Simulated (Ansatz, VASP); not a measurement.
Two plane-wave programs on Si3N4

```xyz
14
Lattice="0.0000 3.8382 3.8382 3.8382 0.0000 3.8382 3.8382 3.8382 0.0000" Properties=species:S:1:pos:R:3 pbc="T T T"
Si    0.9596    0.9596    0.9596
Si    0.9596    2.8787    2.8787
Si    2.8787    2.8787    0.9596
Si    2.8787    0.9596    2.8787
Si    3.8382    3.8382    3.8382
Si    5.7574    5.7574    5.7574
N     6.7737    6.7737    6.7737
N     2.8219    4.8546    4.8546
N     4.7410    4.7410    6.7737
N     4.8546    2.8219    4.8546
N     6.7737    4.7410    4.7410
N     2.8219    2.8219    2.8219
N     4.7410    6.7737    4.7410
N     4.8546    4.8546    2.8219
```

Alike in both runs: task relaxation of the atoms; functional PBE; k mesh 5 × 5 × 5; no spin polarisation.

|  | VASP | Ansatz |
| --- | --- | --- |
| version | VASP 6.6.1 | Ansatz 0.2.0 |
| potentials or method | VASP PAW PBE potentials, release 64 (Si, N) | scalar-relativistic, plane waves, PAW |
| plane-wave cutoff (eV) | 520 | 420 |
| occupations | gaussian, width 0.01 eV | fixed |
| valence electrons in the cell | 64 | 64 |

VASP gave:

```
gap on the k mesh at the Fermi level, each at its own relaxed structure (eV) : 3.51
```

Task: Estimate Ansatz's values.

Result: gap on the k mesh at the Fermi level, each at its own relaxed structure (eV): 3.52.

Ansatz's warnings: stress scf threshold loose.
